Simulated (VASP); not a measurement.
# LiSe3 (P-6m2) in VASP: a series of runs

Runs on LiSe3. Level: PBE. Tasks: single point, relaxation of cell and atoms.

All numbers are computed with VASP 6.6.1; they aren't measurements. Logs are shortened: lines on timing, memory, paths and dates and some standing lists are left out, and cuts for length are marked.

**1. The cell of the first run**

The structure is hexagonal, space group P-6m2 (No. 187). The conventional cell has a = 3.758 Å, b = 3.758 Å, c = 7.781 Å, α = 90.00°, β = 90.00°, γ = 120.00°. Li (site symmetry -6m2) has 6 Se at 2.59 Å within 3.4 Å. Within 3.3 Å of Se (site symmetry 3m) lie 2 Se at 2.48 to 2.82 Å and 3 Li at 2.59 Å. Se (site symmetry -6m2) has 2 Se at 2.48 Å within 3.3 Å.

**2. Single point, PBE**

File INCAR:

```
SYSTEM = LiSe3
  PREC = Accurate
  ENCUT = 520
  EDIFF = 1E-6
  ISMEAR = 0
  SIGMA = 0.1
  LREAL = .FALSE.
  LASPH = .TRUE.
  NELM = 100
  ALGO = Normal
  ISIF = 2
  LWAVE = .FALSE.
  LCHARG = .TRUE.
  GGA = PE
  LELF = .TRUE.
  LVHAR = .TRUE.
  NBANDS = 18
```

File KPOINTS:

```
regular mesh
0
G
  6 6 4
  0 0 0
```

File POSCAR:

```
LiSe3
1.0
    3.7581570601      0.0000000000      0.0000000000
   -1.8790785301      3.2546594855      0.0000000000
    0.0000000000      0.0000000000      7.7808241929
Li Se
1 3
Direct
    0.0000000000      0.0000000000      0.5000000000
    0.6666666667      0.3333333333      0.6814903996
    0.6666666667      0.3333333333      0.3185096004
    0.6666666667      0.3333333333      0.0000000000
```

Potentials or basis: VASP PAW PBE potentials, release 64 (Li_sv, Se).

Run with:

```
$ cat potpaw_PBE.64/Li_sv/POTCAR potpaw_PBE.64/Se/POTCAR > POTCAR
$ mpirun -np 1 vasp_std > vasp.out
```

OUTCAR:

```text
SYSTEM = LiSe3
   PREC = Accurate
   ENCUT = 520
   EDIFF = 1E-6
   ISMEAR = 0
   LREAL = .FALSE.
   LASPH = .TRUE.
   NELM = 100
   ISIF = 2
   GGA = PE

 ion  position               nearest neighbor table
   1  0.000  0.000  0.500-   2 2.59   3 2.59   2 2.59   3 2.59   2 2.59   3 2.59
   2  0.667  0.333  0.681-   4 2.48   1 2.59   1 2.59   1 2.59
   3  0.667  0.333  0.319-   4 2.48   1 2.59   1 2.59   1 2.59
   4  0.667  0.333  0.000-   2 2.48   3 2.48

  LATTYP: Found a hexagonal cell.
 ALAT       =     3.7581570601
 C/A-ratio  =     2.0703829213

  Lattice vectors:

 A1 = (   3.7581570601,   0.0000000000,   0.0000000000)
 A2 = (  -1.8790785301,   3.2546594855,   0.0000000000)
 A3 = (   0.0000000000,   0.0000000000,   7.7808241929)

Analysis of symmetry for initial positions (statically):
=====================================================================
 Subroutine PRICEL returns:
 Original cell was already a primitive cell.

 Routine SETGRP: Setting up the symmetry group for a
 hexagonal supercell.

 Subroutine GETGRP returns: Found 12 space group operations
 (whereof 12 operations were pure point group operations)
 out of a pool of 24 trial point group operations.

The static configuration has the point symmetry D_3h.

Analysis of symmetry for dynamics (positions and initial velocities):
=====================================================================
 Subroutine PRICEL returns:
 Original cell was already a primitive cell.

 Routine SETGRP: Setting up the symmetry group for a
 hexagonal supercell.

 Subroutine GETGRP returns: Found 12 space group operations
 (whereof 12 operations were pure point group operations)
 out of a pool of 24 trial point group operations.

The dynamic configuration has the point symmetry D_3h.

 Subroutine INISYM returns: Found 12 space group operations
 (whereof 12 operations are pure point group operations),
 and found     1 'primitive' translations

----------------------------------------------------------------------------------------

                                     Primitive cell

  volume of cell :      95.1713

  direct lattice vectors                    reciprocal lattice vectors
     3.758157060  0.000000000  0.000000000     0.266087868  0.153625902  0.000000000
    -1.879078530  3.254659485  0.000000000     0.000000000  0.307251805  0.000000000
     0.000000000  0.000000000  7.780824193     0.000000000  0.000000000  0.128521089

  length of vectors
     3.758157060  3.758157060  7.780824193     0.307251805  0.307251805  0.128521089

  position of ions in fractional coordinates (direct lattice)
     0.000000000  0.000000000  0.500000000
     0.666666667  0.333333333  0.681490400
     0.666666667  0.333333333  0.318509600
     0.666666667  0.333333333  0.000000000

  ion indices of the primitive-cell ions
   primitive index   ion index
                 1           1
                 2           2
                 3           3
                 4           4

----------------------------------------------------------------------------------------

 KPOINTS: regular mesh

Automatic generation of k-mesh.
 Grid dimensions read from file:
 generate k-points for:    6    6    4

 Generating k-lattice:

  Cartesian coordinates                     Fractional coordinates (reciprocal lattice)
     0.044347978  0.025604317  0.000000000     0.166666667  0.000000000  0.000000000
     0.000000000  0.051208634  0.000000000     0.000000000  0.166666667  0.000000000
     0.000000000  0.000000000  0.032130272     0.000000000  0.000000000  0.250000000

  Length of vectors
     0.051208634  0.051208634  0.032130272

  Shift w.r.t. Gamma in fractional coordinates (k-lattice)
     0.000000000  0.000000000  0.000000000

 Subroutine IBZKPT returns following result:
 ===========================================

 Found     21 irreducible k-points:

 Following reciprocal coordinates:
            Coordinates               Weight
  0.000000  0.000000  0.000000      1.000000
  0.166667  0.000000  0.000000      6.000000
  0.333333 -0.000000  0.000000      6.000000
  0.500000  0.000000  0.000000      3.000000
  0.166667  0.166667  0.000000      6.000000
  0.333333  0.166667  0.000000     12.000000
[... 13 lines left out ...]
  0.333333  0.166667  0.500000     12.000000
  0.333333  0.333333  0.500000      2.000000
   k-points           NKPTS =     21   k-points in BZ     NKDIM =     21   number of bands    NBANDS=     18
   number of dos      NEDOS =    301   number of ions     NIONS =      4
   total plane-waves  NPLWV =  47040
   dimension x,y,z NGX =    28 NGY =   28 NGZ =   60
   dimension x,y,z NGXF=    56 NGYF=   56 NGZF=  120
   ions per type =               1   3
   NGX,Y,Z   is equivalent  to a cutoff of  12.39, 12.39, 12.82 a.u.
   NGXF,Y,Z  is equivalent  to a cutoff of  24.77, 24.77, 25.64 a.u.
 SYSTEM =  LiSe3
   PREC   = accura    normal or accurate (medium, high low for compatibility)
   ISTART =      0    job   : 0-new  1-cont  2-samecut
   ICHARG =      2    charge: 1-file 2-atom 10-const
   ISPIN  =      1    spin polarized calculation?
   LNONCOLLINEAR =      F non collinear calculations
   LSORBIT =      F    spin-orbit coupling
   LASPH  =      T    aspherical Exc in radial PAW
   ENCUT  =  520.0 eV  38.22 Ry    6.18 a.u.   6.99  6.99 14.47*2*pi/ulx,y,z
   NELM   =    100;   NELMIN=  2; NELMDL= -5     # of ELM steps
   EDIFF  = 0.1E-05   stopping-criterion for ELM
   LREAL  =      F    real-space projection
   EDIFFG = 0.1E-04   stopping-criterion for IOM
   NSW    =      0    number of steps for IOM
   IBRION =     -1    ionic relax: 0-MD 1-quasi-New 2-CG
   NFREE  =      0    steps in history (QN), initial steepest desc. (CG)
   ISIF   =      2    stress and relaxation
   ISYM   =      2    0-nonsym 1-usesym 2-fastsym
   POTIM  = 0.5000    time-step for ionic-motion
   TEBEG  =    0.0;   TEEND  =   0.0 temperature during run
   PSTRESS=    0.0 pullay stress
   NELECT =      21.0000    total number of electrons
   NUPDOWN=      -1.0000    fix difference up-down
   EMIN   =  10.00;   EMAX   =-10.00  energy-range for DOS
   EFERMI =   0.00;   METHOD = LEGACY
   ISMEAR =     0;   SIGMA  =   0.10  broadening in eV -4-tet -1-fermi 0-gaus
   EFERMI_NEDOS =   21; number of points for ismear=-14 and -15
   IALGO  =     38    algorithm
   IMIX   =      4    mixing-type and parameters
     AMIX     =   0.40;   BMIX     =  1.00
     AMIX_MAG =   1.60;   BMIX_MAG =  1.00
  volume/ion in A,a.u.               =      23.79       160.56
  Fermi-wavevector in a.u.,A,eV,Ry     =   0.989265  1.869439 13.315272  0.978645
  Thomas-Fermi vector in A             =   2.120851
   LORBIT       =      0    0 simple, 1 ext, 2 COOP (PROOUT), +10 PAW based schemes
   GGA     = PE    functional components
   LHFCALC =     F    Hartree Fock is set to
   AEXX    =    0.0000 exact exchange contribution
   IVDW    =     0    specifies the selected vdW correction
   LEPSILON=     F    determine dielectric tensor
   LRPA    =     F    only Hartree local field effects (RPA)
 non-spin polarized calculation
 Gauss-broadening in eV      SIGMA  =   0.10
  energy-cutoff  :      520.00
  volume of cell :       95.17
 maximum number of plane-waves:      2577
 NGX is ok and might be reduce to    28
   NGX = 13   NGY = 13   NGZ = 29

 number of electron      21.0000007 magnetization

 Free energy of the ion-electron system (eV)
  ---------------------------------------------------
  ext. energy  EPLUGINS =         0.00000000
  ---------------------------------------------------
  free energy    TOTEN  =       -13.06108594 eV

  energy without entropy =      -13.05040440  energy(sigma->0) =      -13.05574517

 E-fermi :   1.7277     XC(G=0):  -8.7821

 val. band max:        1.7241396666   @ k =   0.5000   0.0000   0.0000
 cond. band min:       1.8723252073   @ k =   0.1667   0.0000   0.0000
 fundamental gap:      0.1481855408
 Fermi energy:         1.7276852393

 k-point     1 :       0.0000    0.0000    0.0000
  band No.  band energies     occupation
      1     -43.1794      2.00000
      2     -12.3200      2.00000
      3     -10.4739      2.00000
      4      -9.8497      2.00000
      5      -1.7753      2.00000
      6      -0.8833      2.00000
[... 10 lines left out ...]
     17       9.5226      0.00000
     18       9.5226      0.00000

 k-point     2 :       0.1667    0.0000    0.0000
  band No.  band energies     occupation
      1     -43.1790      2.00000
      2     -12.1949      2.00000
      3     -10.3375      2.00000
      4      -9.7269      2.00000
      5      -1.6536      2.00000
      6      -0.7778      2.00000
[... 10 lines left out ...]
     17       9.9774      0.00000
     18      10.2750      0.00000

 k-point     3 :       0.3333   -0.0000    0.0000
  band No.  band energies     occupation
      1     -43.1783      2.00000
      2     -11.9222      2.00000
      3     -10.0378      2.00000
      4      -9.4583      2.00000
      5      -1.7435      2.00000
      6      -1.3882      2.00000
[... 10 lines left out ...]
     17       9.9857      0.00000
     18      10.1448      0.00000

 k-point     4 :       0.5000    0.0000    0.0000
  band No.  band energies     occupation
      1     -43.1780      2.00000
      2     -11.7720      2.00000
      3      -9.8712      2.00000
      4      -9.3099      2.00000
      5      -2.3818      2.00000
      6      -1.2335      2.00000
[... 10 lines left out ...]
     17       9.4223      0.00000
     18       9.8931      0.00000

 k-point     5 :       0.1667    0.1667    0.0000
  band No.  band energies     occupation
      1     -43.1785      2.00000
      2     -11.9940      2.00000
      3     -10.1171      2.00000
      4      -9.5291      2.00000
      5      -1.4582      2.00000
      6      -1.2428      2.00000
[... 10 lines left out ...]
     17      10.1492      0.00000
     18      10.3212      0.00000

 k-point     6 :       0.3333    0.1667    0.0000
  band No.  band energies     occupation
      1     -43.1780      2.00000
      2     -11.7740      2.00000
      3      -9.8739      2.00000
      4      -9.3117      2.00000
      5      -2.0674      2.00000
      6      -1.2381      2.00000
[... 10 lines left out ...]
     17      10.2027      0.00000
     18      10.4525      0.00000

 k-point     7 :       0.3333    0.3333    0.0000
  band No.  band energies     occupation
      1     -43.1778      2.00000
      2     -11.6975      2.00000
      3      -9.7893      2.00000
      4      -9.2356      2.00000
      5      -1.7167      2.00000
      6      -1.5473      2.00000
[... 10 lines left out ...]
     17      10.2861      0.00000
     18      11.0005      0.00000

 k-point     8 :       0.0000    0.0000    0.2500
  band No.  band energies     occupation
      1     -43.1794      2.00000
      2     -12.2064      2.00000
      3     -11.0351      2.00000
      4      -9.2338      2.00000
      5      -3.1243      2.00000
      6       0.9577      2.00000
[... 10 lines left out ...]
     17       9.5413      0.00000
     18       9.7876      0.00000
[... 166 lines left out ...]
     17       9.9750      0.00000
     18      10.0725      0.00000

 k-point    17 :       0.3333   -0.0000    0.5000
  band No.  band energies     occupation
      1     -43.1783      2.00000
      2     -11.6100      2.00000
      3     -11.0545      2.00000
      4      -8.3754      2.00000
      5      -3.4943      2.00000
      6      -1.2825      2.00000
[... 10 lines left out ...]
     17      10.0810      0.00000
     18      11.0785      0.00000

 k-point    18 :       0.5000    0.0000    0.5000
  band No.  band energies     occupation
      1     -43.1779      2.00000
      2     -11.4587      2.00000
      3     -10.9004      2.00000
      4      -8.2096      2.00000
      5      -3.3639      2.00000
      6      -1.9147      2.00000
[... 10 lines left out ...]
     17       9.8927      0.00000
     18      10.7327      0.00000

 k-point    19 :       0.1667    0.1667    0.5000
  band No.  band energies     occupation
      1     -43.1785      2.00000
      2     -11.6825      2.00000
      3     -11.1278      2.00000
      4      -8.4542      2.00000
      5      -3.5565      2.00000
      6      -0.7884      2.00000
[... 10 lines left out ...]
     17       9.7226      0.00000
     18       9.8844      0.00000

 k-point    20 :       0.3333    0.1667    0.5000
  band No.  band energies     occupation
      1     -43.1780      2.00000
      2     -11.4610      2.00000
      3     -10.9023      2.00000
      4      -8.2123      2.00000
      5      -3.3624      2.00000
      6      -1.5931      2.00000
[... 10 lines left out ...]
     17       9.1369      0.00000
     18      11.7609      0.00000

 k-point    21 :       0.3333    0.3333    0.5000
  band No.  band energies     occupation
      1     -43.1778      2.00000
      2     -11.3843      2.00000
      3     -10.8233      2.00000
      4      -8.1280      2.00000
      5      -3.2918      2.00000
      6      -1.2789      2.00000
[... 10 lines left out ...]
     17      11.2214      0.00000
     18      11.5753      0.00000

------------------------ aborting loop because EDIFF is reached ----------------------------------------

  FORCE on cell =-STRESS in cart. coord.  units (eV):
  Direction    XX          YY          ZZ          XY          YZ          ZX
  --------------------------------------------------------------------------------------
  -------------------------------------------------------------------------------------
  Total       -0.0027817     -0.0027817     -0.0126942      0.0000000     -0.0000000      0.0000000
  in kB       -0.0468292     -0.0468292     -0.2137033      0.0000000     -0.0000000      0.0000000
  external PRESSURE =      -0.1024539 kB  Pullay stress =       0.0000000 kB

 VOLUME and BASIS-vectors are now :
 -----------------------------------------------------------------------------
  energy-cutoff  :      520.00
  volume of cell :       95.17
      direct lattice vectors                 reciprocal lattice vectors
     3.758157060  0.000000000  0.000000000     0.266087868  0.153625902  0.000000000
    -1.879078530  3.254659485  0.000000000     0.000000000  0.307251805  0.000000000
     0.000000000  0.000000000  7.780824193     0.000000000  0.000000000  0.128521089

 POSITION                                       TOTAL-FORCE (eV/Angst)
 -----------------------------------------------------------------------------------
      0.00000      0.00000      3.89041         0.000000      0.000000      0.000000
      1.87908      1.08489      5.30256        -0.000000      0.000000      0.010853
      1.87908      1.08489      2.47827        -0.000000     -0.000000     -0.010853
      1.87908      1.08489      0.00000         0.000000      0.000000      0.000000
 -----------------------------------------------------------------------------------
    total drift:                               -0.000000      0.000000      0.000000

  FREE ENERGIE OF THE ION-ELECTRON SYSTEM (eV)
  ---------------------------------------------------
  free  energy   TOTEN  =       -13.0610859391 eV

  energy  without entropy=      -13.0504044045  energy(sigma->0) =      -13.05574517
```

It took 17 s on 1 thread of Intel Xeon 6975P-C (Granite Rapids), shared host; peak memory 0.2 GiB.

Results:

* Free energy: -13.0611 eV
* Largest force: 0.011 eV/Å

Forces in eV/Å, atoms in the order of the input:
```
Li   0.000  0.000  0.000
Se   0.000  0.000  0.011
Se   0.000  0.000 -0.011
Se   0.000  0.000  0.000
```

Levels at points of the mesh, in eV from the Fermi level:
| k point | band 7 | band 8 | band 9 | band 10 | band 11 | band 12 | band 13 | band 14 |
| --- | --- | --- | --- | --- | --- | --- | --- | --- |
| (0.00, 0.00, 0.00) | -0.84 | -0.84 | 0.73 | 0.73 | 1.08 | 1.08 | 4.81 | 5.83 |
| (0.50, 0.00, 0.00) | -2.54 | -2.15 | -1.85 | -1.69 | 0.00 | 0.30 | 5.17 | 6.26 |
| (0.00, 0.00, 0.50) | -0.41 | -0.29 | -0.29 | 1.20 | 1.80 | 1.80 | 2.47 | 5.26 |
| (0.50, 0.00, 0.50) | -3.57 | -1.22 | -1.15 | -1.09 | 1.15 | 1.77 | 2.93 | 4.85 |

Caveat: the cutoff is under 1.25 times the usual one of these potentials, so pressure, stress and relaxed cells hold a basis-set (Pulay) error.

**3. Relaxation of cell and atoms, PBE**

This run uses another cell than the first one, of 22.37 Å³/atom, 0.940 times its volume.

File INCAR:

```
PREC = Accurate ; ENCUT = 600
EDIFF = 1E-7 ; ISMEAR = 0
SIGMA = 0.1 ; LREAL = False
LASPH = True ; NELM = 80
ALGO = Normal ; ISIF = 3
LWAVE = False ; LCHARG = False
GGA = PE ; IBRION = 2
NSW = 90 ; EDIFFG = -0.04
```

File KPOINTS:

```
regular mesh
0
Gamma
  6 6 2
```

File POSCAR:

```
LiSe3
1.0
    3.6162872941      0.0000000000      0.0000000000
   -1.8081436470      3.1317966641      0.0000000000
    0.0000000000      0.0000000000      7.8992196743
Li Se
1 3
Direct
    0.0000000000      0.0000000000      0.5000000000
    0.6666666667      0.3333333333      0.6824050238
    0.6666666667      0.3333333333      0.3175949762
    0.6666666667      0.3333333333      0.0000000000
```

Potentials or basis: VASP PAW PBE potentials, release 64 (Li_sv, Se).

Run with:

```
$ cat potpaw_PBE.64/Li_sv/POTCAR potpaw_PBE.64/Se/POTCAR > POTCAR
$ mpirun -np 1 vasp_std > vasp.out
```

Wall time 88 s (1 thread of Intel Xeon 6975P-C (Granite Rapids), shared host); peak memory 0.24 GiB.

The run converged. Its results:

```
Free energy                            : -13.5135 eV
Relaxed volume                         : 25.22 Å³/atom
Relaxed cell                           : a = 3.960 Å, b = 3.960 Å, c = 7.427 Å, α = 90.00°, β = 90.00°, γ = 120.00°
Space group after relaxing (to 0.05 Å) : P-6m2 (No. 187)
Energy gained by relaxing              : 97.5 meV/atom
Ionic steps                            : 10
Pressure after relaxing                : 0.1 GPa
Largest force after relaxing           : 0.016 eV/Å
```

Forces in eV/Å, atoms in the order of the input:
```
Li   0.000  0.000  0.000
Se   0.000  0.000  0.016
Se   0.000  0.000 -0.016
Se   0.000  0.000  0.000
```

The path:
```csv
step,energy change (eV),largest force (eV/Å),pressure (GPa),volume (Å³)
1,0.0000,0.0689,-1.20,89.46
2,-0.1251,1.2804,6.63,86.93
3,-0.2424,0.5668,2.65,88.00
4,-0.3227,0.3428,1.19,92.04
5,-0.3743,0.0209,-0.29,97.87
6,-0.3786,0.1169,-0.70,100.12
7,-0.3723,0.1478,1.32,101.16
8,-0.3891,0.1168,0.09,100.58
9,-0.3891,0.1170,0.10,100.59
10,-0.3901,0.0158,0.06,100.88
```

Final structure:
```cif
data_structure
_symmetry_space_group_name_H-M 'P 1'
_symmetry_Int_Tables_number 1
_cell_length_a 3.9603
_cell_length_b 3.9603
_cell_length_c 7.4267
_cell_angle_alpha 90.000
_cell_angle_beta 90.000
_cell_angle_gamma 120.000
_cell_volume 100.88
loop_
_atom_site_label
_atom_site_type_symbol
_atom_site_fract_x
_atom_site_fract_y
_atom_site_fract_z
_atom_site_occupancy
Li1 Li 0.00000 0.00000 0.50000 1
Se1 Se 0.66667 0.33333 0.67325 1
Se2 Se 0.66667 0.33333 0.32675 1
Se3 Se 0.66667 0.33333 0.00000 1
```

Levels at points of the mesh, in eV from the Fermi level:
| k point | band 8 | band 9 | band 10 | band 11 | band 12 | band 13 |
| --- | --- | --- | --- | --- | --- | --- |
| (0.00, 0.00, 0.00) | -1.74 | 0.26 | 0.26 | 0.50 | 0.50 | 3.88 |
| (0.50, 0.00, 0.00) | -2.41 | -2.24 | -1.71 | -0.29 | -0.07 | 4.66 |
| (0.00, 0.00, 0.50) | -1.01 | -1.01 | 1.55 | 1.55 | 2.07 | 2.84 |
| (0.50, 0.00, 0.50) | -2.02 | -1.57 | -0.59 | 1.08 | 2.47 | 3.15 |

Caveat: the k points lie up to 0.42 Å⁻¹ apart in the final cell; the cutoff is under 1.25 times the usual one of these potentials, so pressure, stress and relaxed cells hold a basis-set (Pulay) error.

(Part 1 of 2 ends here.)
